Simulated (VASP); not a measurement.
# Cd2Ga (I4/mmm) in VASP: notebook

Runs on Cd2Ga. Level: r2SCAN. Tasks: single point.

All numbers are computed with VASP 6.6.1; they aren't measurements. Logs are shortened: lines on timing, memory, paths and dates and some standing lists are left out, and cuts for length are marked.

**1. The cell of the first run**

It takes space group I4/mmm (No. 139, tetragonal). Conventional cell: a = 3.949 Å, b = 3.949 Å, c = 8.207 Å, α = 90.00°, β = 90.00°, γ = 90.00°. Within 3.6 Å of Cd (site symmetry 4mm) lie 5 Ga at 2.72 to 3.12 Å and 5 Cd at 2.76 to 3.10 Å. Within 3.6 Å of Ga (site symmetry 4/mmm) lie 10 Cd at 2.72 to 3.12 Å.

**2. Single point, r2SCAN**

The input, POSCAR:

```
Cd2Ga
1.0
   -1.9743364320      1.9743364320      4.1036625669
    1.9743364320     -1.9743364320      4.1036625669
    1.9743364320      1.9743364320     -4.1036625669
Cd Ga
2 1
Direct
    0.6682852853      0.6682852853      0.0000000000
    0.3317147147      0.3317147147      0.0000000000
    0.0000000000      0.0000000000      0.0000000000
```

The input, INCAR.step1:

```
SYSTEM = Cd2Ga
ALGO = Normal ; EDIFF = 1E-4
ENCUT = 520 ; GGA = PE
ISMEAR = 0 ; LASPH = .TRUE.
LCHARG = .FALSE. ; LREAL = .FALSE.
LWAVE = .TRUE. ; NBANDS = 26
NELM = 100 ; PREC = Accurate
SIGMA = 0.1
```

The input, INCAR.step2:

```
SYSTEM = Cd2Ga
ALGO = Normal ; EDIFF = 1E-6
ENCUT = 520 ; ISIF = 2
ISMEAR = 0 ; ISTART = 1
LASPH = .TRUE. ; LCHARG = .FALSE.
LMIXTAU = .TRUE. ; LREAL = .FALSE.
LWAVE = .FALSE. ; METAGGA = R2SCAN
NBANDS = 26 ; NELM = 100
PREC = Accurate ; SIGMA = 0.1
```

The input, KPOINTS:

```
k-points
0
G
  6 6 6
  0 0 0
```

Potentials or basis: VASP PAW PBE potentials, release 64 (Cd, Ga_d).

The run is started by

```sh
> cat potpaw_PBE.64/Cd/POTCAR potpaw_PBE.64/Ga_d/POTCAR > POTCAR
> cp INCAR.step1 INCAR
> mpirun -np 1 vasp_std > vasp.out
> cp INCAR.step2 INCAR
> mpirun -np 1 vasp_std > vasp.out
```

OUTCAR:

```text
SYSTEM = Cd2Ga
   EDIFF = 1E-6
   ENCUT = 520
   ISIF = 2
   ISMEAR = 0
   ISTART = 1
   LASPH = .TRUE.
   LREAL = .FALSE.
   METAGGA = R2SCAN
   NELM = 100
   PREC = Accurate

 ion  position               nearest neighbor table
   1  0.668  0.668  0.000-   3 2.72   2 2.76   2 3.10   2 3.10   2 3.10   2 3.10   3 3.12   3 3.12
                             3 3.12   3 3.12
   2  0.332  0.332  0.000-   3 2.72   1 2.76   1 3.10   1 3.10   1 3.10   1 3.10   3 3.12   3 3.12
                             3 3.12   3 3.12
   3  0.000  0.000  0.000-   1 2.72   2 2.72   1 3.12   2 3.12   1 3.12   2 3.12   1 3.12   2 3.12
                             2 3.12   1 3.12

  LATTYP: Found a body centered tetragonal cell.
 ALAT       =     3.9486728640
 C/A-ratio  =     2.0785021744

  Lattice vectors:

 A1 = (  -1.9743364320,   1.9743364320,   4.1036625669)
 A2 = (   1.9743364320,  -1.9743364320,   4.1036625669)
 A3 = (   1.9743364320,   1.9743364320,  -4.1036625669)

Analysis of symmetry for initial positions (statically):
=====================================================================
 Subroutine PRICEL returns:
 Original cell was already a primitive cell.

 Routine SETGRP: Setting up the symmetry group for a
 body centered tetragonal supercell.

 Subroutine GETGRP returns: Found 16 space group operations
 (whereof 16 operations were pure point group operations)
 out of a pool of 16 trial point group operations.

The static configuration has the point symmetry D_4h.

Analysis of symmetry for dynamics (positions and initial velocities):
=====================================================================
 Subroutine PRICEL returns:
 Original cell was already a primitive cell.

 Routine SETGRP: Setting up the symmetry group for a
 body centered tetragonal supercell.

 Subroutine GETGRP returns: Found 16 space group operations
 (whereof 16 operations were pure point group operations)
 out of a pool of 16 trial point group operations.

The dynamic configuration has the point symmetry D_4h.

 Subroutine INISYM returns: Found 16 space group operations
 (whereof 16 operations are pure point group operations),
 and found     1 'primitive' translations

----------------------------------------------------------------------------------------

                                     Primitive cell

  volume of cell :      63.9844

  direct lattice vectors                    reciprocal lattice vectors
    -1.974336432  1.974336432  4.103662567     0.000000000  0.253249645  0.121842377
     1.974336432 -1.974336432  4.103662567     0.253249645  0.000000000  0.121842377
     1.974336432  1.974336432 -4.103662567     0.253249645  0.253249645  0.000000000

  length of vectors
     4.963472087  4.963472087  4.963472087     0.281035491  0.281035491  0.358149082

  position of ions in fractional coordinates (direct lattice)
     0.668285285  0.668285285  0.000000000
     0.331714715  0.331714715  0.000000000
     0.000000000  0.000000000  0.000000000

  ion indices of the primitive-cell ions
   primitive index   ion index
                 1           1
                 2           2
                 3           3

----------------------------------------------------------------------------------------

 KPOINTS: k-points

Automatic generation of k-mesh.
 Grid dimensions read from file:
 generate k-points for:    6    6    6

 Generating k-lattice:

  Cartesian coordinates                     Fractional coordinates (reciprocal lattice)
     0.000000000  0.042208274  0.020307063     0.166666667  0.000000000  0.000000000
     0.042208274  0.000000000  0.020307063     0.000000000  0.166666667  0.000000000
     0.042208274  0.042208274  0.000000000     0.000000000  0.000000000  0.166666667

  Length of vectors
     0.046839249  0.046839249  0.059691514

  Shift w.r.t. Gamma in fractional coordinates (k-lattice)
     0.000000000  0.000000000  0.000000000

 Subroutine IBZKPT returns following result:
 ===========================================

 Found     30 irreducible k-points:

 Following reciprocal coordinates:
            Coordinates               Weight
  0.000000  0.000000  0.000000      1.000000
  0.166667  0.000000  0.000000      8.000000
  0.333333  0.000000 -0.000000      8.000000
  0.500000 -0.000000  0.000000      4.000000
  0.166667  0.166667 -0.000000      8.000000
  0.333333  0.166667  0.000000     16.000000
[... 16 lines left out ...]
 -0.333333 -0.333333  0.166667      8.000000
 -0.166667 -0.333333  0.166667      8.000000
 [... further k-points ...]
   k-points           NKPTS =     30   k-points in BZ     NKDIM =     30   number of bands    NBANDS=     26
   number of dos      NEDOS =    301   number of ions     NIONS =      3
   total plane-waves  NPLWV =  64000
   dimension x,y,z NGX =    40 NGY =   40 NGZ =   40
   dimension x,y,z NGXF=    80 NGYF=   80 NGZF=   80
   ions per type =               2   1
   NGX,Y,Z   is equivalent  to a cutoff of  13.40, 13.40, 13.40 a.u.
   NGXF,Y,Z  is equivalent  to a cutoff of  26.80, 26.80, 26.80 a.u.
 SYSTEM =  Cd2Ga
   PREC   = accura    normal or accurate (medium, high low for compatibility)
   ISTART =      1    job   : 0-new  1-cont  2-samecut
   ICHARG =      0    charge: 1-file 2-atom 10-const
   ISPIN  =      1    spin polarized calculation?
   LNONCOLLINEAR =      F non collinear calculations
   LSORBIT =      F    spin-orbit coupling
   LASPH  =      T    aspherical Exc in radial PAW
   ENCUT  =  520.0 eV  38.22 Ry    6.18 a.u.   9.23  9.23  9.23*2*pi/ulx,y,z
   NELM   =    100;   NELMIN=  2; NELMDL=  0     # of ELM steps
   EDIFF  = 0.1E-05   stopping-criterion for ELM
   LREAL  =      F    real-space projection
   EDIFFG = 0.1E-04   stopping-criterion for IOM
   NSW    =      0    number of steps for IOM
   IBRION =     -1    ionic relax: 0-MD 1-quasi-New 2-CG
   NFREE  =      0    steps in history (QN), initial steepest desc. (CG)
   ISIF   =      2    stress and relaxation
   ISYM   =      2    0-nonsym 1-usesym 2-fastsym
   POTIM  = 0.5000    time-step for ionic-motion
   TEBEG  =    0.0;   TEEND  =   0.0 temperature during run
   PSTRESS=    0.0 pullay stress
   NELECT =      37.0000    total number of electrons
   NUPDOWN=      -1.0000    fix difference up-down
   EMIN   =  10.00;   EMAX   =-10.00  energy-range for DOS
   EFERMI =   0.00;   METHOD = LEGACY
   ISMEAR =     0;   SIGMA  =   0.10  broadening in eV -4-tet -1-fermi 0-gaus
   EFERMI_NEDOS =   21; number of points for ismear=-14 and -15
   IALGO  =     38    algorithm
   IMIX   =      4    mixing-type and parameters
     AMIX     =   0.40;   BMIX     =  1.00
     AMIX_MAG =   1.60;   BMIX_MAG =  1.00
  volume/ion in A,a.u.               =      21.33       143.93
  Fermi-wavevector in a.u.,A,eV,Ry     =   1.363905  2.577407 25.310055  1.860237
  Thomas-Fermi vector in A             =   2.490267
   LORBIT       =      0    0 simple, 1 ext, 2 COOP (PROOUT), +10 PAW based schemes
   METAGGA = R2SCAN    functional components
   LHFCALC =     F    Hartree Fock is set to
   AEXX    =    0.0000 exact exchange contribution
   IVDW    =     0    specifies the selected vdW correction
   LEPSILON=     F    determine dielectric tensor
   LRPA    =     F    only Hartree local field effects (RPA)
 non-spin polarized calculation
 Gauss-broadening in eV      SIGMA  =   0.10
  energy-cutoff  :      520.00
  volume of cell :       63.98
 maximum number of plane-waves:      1751
 NGX is ok and might be reduce to    40
   NGX = 19   NGY = 19   NGZ = 19

 number of electron      37.0000002 magnetization

 Free energy of the ion-electron system (eV)
  ---------------------------------------------------
  ext. energy  EPLUGINS =         0.00000000
  ---------------------------------------------------
  free energy    TOTEN  =       -51.32787044 eV

  energy without entropy =      -51.32101530  energy(sigma->0) =      -51.32444287

 E-fermi :   3.5495     XC(G=0): -11.6669

 val. band max:        3.5123485106   @ k =   0.3333   0.1667   0.0000
 cond. band min:       3.5592889048   @ k =   0.5000   0.5000   0.5000
 fundamental gap:      0.0469403942
 Fermi energy:         3.5494647808

 k-point     1 :       0.0000    0.0000    0.0000
  band No.  band energies     occupation
      1     -12.0915      2.00000
      2     -12.0880      2.00000
      3     -12.0758      2.00000
      4     -12.0447      2.00000
      5     -12.0447      2.00000
      6      -6.7806      2.00000
[... 18 lines left out ...]
     25      10.1443      0.00000
     26      11.4935      0.00000

 k-point     2 :       0.1667    0.0000    0.0000
  band No.  band energies     occupation
      1     -12.0899      2.00000
      2     -12.0875      2.00000
      3     -12.0746      2.00000
      4     -12.0483      2.00000
      5     -12.0455      2.00000
      6      -6.6641      2.00000
[... 18 lines left out ...]
     25      11.2794      0.00000
     26      12.2967      0.00000

 k-point     3 :       0.3333    0.0000   -0.0000
  band No.  band energies     occupation
      1     -12.0938      2.00000
      2     -12.0838      2.00000
      3     -12.0682      2.00000
      4     -12.0554      2.00000
      5     -12.0472      2.00000
      6      -6.6108      2.00000
[... 18 lines left out ...]
     25      10.7472      0.00000
     26      11.3081      0.00000

 k-point     4 :       0.5000   -0.0000    0.0000
  band No.  band energies     occupation
      1     -12.0959      2.00000
      2     -12.0836      2.00000
      3     -12.0643      2.00000
      4     -12.0582      2.00000
      5     -12.0481      2.00000
      6      -6.5745      2.00000
[... 18 lines left out ...]
     25      11.7237      0.00000
     26      12.4428      0.00000

 k-point     5 :       0.1667    0.1667   -0.0000
  band No.  band energies     occupation
      1     -12.0921      2.00000
      2     -12.0825      2.00000
      3     -12.0748      2.00000
      4     -12.0498      2.00000
      5     -12.0476      2.00000
      6      -6.6155      2.00000
[... 18 lines left out ...]
     25      11.7989      0.00000
     26      12.5095      0.00000

 k-point     6 :       0.3333    0.1667    0.0000
  band No.  band energies     occupation
      1     -12.0967      2.00000
      2     -12.0783      2.00000
      3     -12.0683      2.00000
      4     -12.0552      2.00000
      5     -12.0492      2.00000
      6      -6.5736      2.00000
[... 427 lines left out ...]
 k-point    21 :      -0.3333    0.5000    0.1667
  band No.  band energies     occupation
      1     -12.0963      2.00000
      2     -12.0804      2.00000
      3     -12.0699      2.00000
      4     -12.0559      2.00000
      5     -12.0490      2.00000
      6      -6.7715      2.00000
[... 18 lines left out ...]
     25      11.5033      0.00000
     26      13.4962      0.00000

 k-point    22 :      -0.1667    0.5000    0.1667
  band No.  band energies     occupation
      1     -12.0932      2.00000
      2     -12.0854      2.00000
      3     -12.0703      2.00000
      4     -12.0558      2.00000
      5     -12.0473      2.00000
      6      -6.7308      2.00000
[... 18 lines left out ...]
     25      12.4395      0.00000
     26      12.7342      0.00000

 k-point    23 :      -0.3333   -0.3333    0.1667
  band No.  band energies     occupation
      1     -12.0910      2.00000
      2     -12.0836      2.00000
      3     -12.0796      2.00000
      4     -12.0504      2.00000
      5     -12.0474      2.00000
      6      -6.7083      2.00000
[... 18 lines left out ...]
     25      12.1032      0.00000
     26      13.2020      0.00000

 k-point    24 :      -0.1667   -0.3333    0.1667
  band No.  band energies     occupation
      1     -12.0889      2.00000
      2     -12.0887      2.00000
      3     -12.0778      2.00000
      4     -12.0485      2.00000
      5     -12.0457      2.00000
      6      -6.6079      2.00000
[... 18 lines left out ...]
     25      11.8009      0.00000
     26      13.0230      0.00000

 [... further k-points ...]
[... 5 lines left out ...]
  --------------------------------------------------------------------------------------
  -------------------------------------------------------------------------------------
  Total        0.1235786      0.1235786      0.1381269      0.0000000     -0.0000000      0.0000000
  in kB        3.0944246      3.0944246      3.4587170      0.0000000     -0.0000000      0.0000000
  external PRESSURE =       3.2158554 kB  Pullay stress =       0.0000000 kB

 VOLUME and BASIS-vectors are now :
 -----------------------------------------------------------------------------
  energy-cutoff  :      520.00
  volume of cell :       63.98
      direct lattice vectors                 reciprocal lattice vectors
    -1.974336432  1.974336432  4.103662567     0.000000000  0.253249645  0.121842377
     1.974336432 -1.974336432  4.103662567     0.253249645  0.000000000  0.121842377
     1.974336432  1.974336432 -4.103662567     0.253249645  0.253249645  0.000000000

 POSITION                                       TOTAL-FORCE (eV/Angst)
 -----------------------------------------------------------------------------------
      0.00000      0.00000      5.48483        -0.000000     -0.000000      0.008842
      0.00000      0.00000      2.72249         0.000000      0.000000     -0.008842
      0.00000      0.00000      0.00000         0.000000      0.000000      0.000000
 -----------------------------------------------------------------------------------
    total drift:                               -0.000000     -0.000000      0.000000

  FREE ENERGIE OF THE ION-ELECTRON SYSTEM (eV)
  ---------------------------------------------------
  free  energy   TOTEN  =       -51.3278704363 eV

  energy  without entropy=      -51.3210153038  energy(sigma->0) =      -51.32444287
```

It took 2.8 min on 1 thread of Intel Xeon Platinum 8559C (Emerald Rapids), shared host; peak memory 0.28 GiB.

Results:

```yaml
Free_energy: -51.3279 eV
Pressure: 0.3 GPa
Largest_force: 0.009 eV/Å
```

Forces on the atoms (eV/Å):
```
Cd   0.000  0.000  0.009
Cd   0.000  0.000 -0.009
Ga   0.000  0.000  0.000
```

Caveat: the k points lie up to 0.38 Å⁻¹ apart; the PAW data sets were made with another functional, which shifts forces and pressure a little.

**3. Single point, r2SCAN**

This run uses another cell than the first one, of 22.92 Å³/atom, 1.075 times its volume.

The input, POSCAR:

```
Cd2Ga
1.0
   -2.1884874714      2.1884874714      3.5893444904
    2.1884874714     -2.1884874714      3.5893444904
    2.1884874714      2.1884874714     -3.5893444904
Cd Ga
2 1
Direct
    0.5930000000      0.5930000000      0.0000000000
    0.4070000000      0.4070000000      0.0000000000
    0.0000000000      0.0000000000      0.0000000000
```

The input, INCAR.step1:

```
PREC     = Accurate       # precision mode
ENCUT    = 520            # plane-wave cutoff, eV
ISMEAR   = 0              # smearing method
SIGMA    = 0.1            # smearing width, eV
LREAL    = False          # projectors in reciprocal space
LASPH    = True           # aspherical terms in the spheres
NELM     = 60             # most SCF steps
NBANDS   = 26             # bands
GGA      = PE             # functional
ALGO     = Normal         # electronic algorithm
EDIFF    = 1E-4           # SCF threshold, eV
LWAVE    = True           # write WAVECAR
LCHARG   = False          # write CHGCAR
```

The input, INCAR.step2:

```
PREC     = Accurate       # precision mode
ENCUT    = 520            # plane-wave cutoff, eV
EDIFF    = 1E-7           # SCF threshold, eV
ISMEAR   = 0              # smearing method
SIGMA    = 0.1            # smearing width, eV
LREAL    = False          # projectors in reciprocal space
LASPH    = True           # aspherical terms in the spheres
NELM     = 60             # most SCF steps
ALGO     = Normal         # electronic algorithm
ISIF     = 2              # what is computed and relaxed
LWAVE    = False          # write WAVECAR
LCHARG   = False          # write CHGCAR
METAGGA  = R2SCAN         # meta-GGA
LMIXTAU  = True         
NBANDS   = 26             # bands
ISTART   = 1
```

The input, KPOINTS:

```
regular mesh
0
Gamma
  6 6 6
```

Potentials or basis: VASP PAW PBE potentials, release 64 (Cd, Ga_d).

The run is started by

```sh
> cat potpaw_PBE.64/Cd/POTCAR potpaw_PBE.64/Ga_d/POTCAR > POTCAR
> cp INCAR.step1 INCAR
> mpirun -np 1 vasp_std > vasp.out
> cp INCAR.step2 INCAR
> mpirun -np 1 vasp_std > vasp.out
```

Run time: 2.8 min. Hardware: 1 thread of Intel Xeon Platinum 8559C (Emerald Rapids), shared host; peak memory 0.24 GiB.

Results (log left out):

| Item | Value |
| --- | --- |
| Free energy | 5.1813 eV |
| Pressure | 213.7 GPa |
| Largest force | 210.646 eV/Å |

Forces in eV/Å, atoms in the order of the input:
```
Cd     0.000    0.000  210.646
Cd     0.000    0.000 -210.646
Ga     0.000    0.000    0.000
```

Stress tensor (GPa, compression positive):
```
 -4.60   0.00   0.00
  0.00  -4.60   0.00
  0.00   0.00 650.44
```

Levels at points of the mesh, in eV from the Fermi level:
| k point | band 15 | band 16 | band 17 | band 18 | band 19 | band 20 | band 21 | band 22 |
| --- | --- | --- | --- | --- | --- | --- | --- | --- |
| (0.00, 0.00, 0.00) | -6.78 | -6.78 | 0.83 | 0.83 | 1.45 | 1.75 | 5.37 | 5.38 |
| (0.50, 0.00, 0.00) | -6.67 | -6.63 | -5.31 | 0.83 | 1.56 | 2.29 | 2.54 | 2.88 |
| (0.50, 0.50, 0.00) | -6.45 | -5.65 | -3.64 | -2.45 | -1.75 | -1.20 | 3.11 | 8.08 |
| (0.50, 0.50, 0.50) | -6.48 | -6.48 | -4.20 | -1.50 | -1.01 | -1.01 | 4.21 | 8.84 |

Caveat: the PAW data sets were made with another functional, which shifts forces and pressure a little.
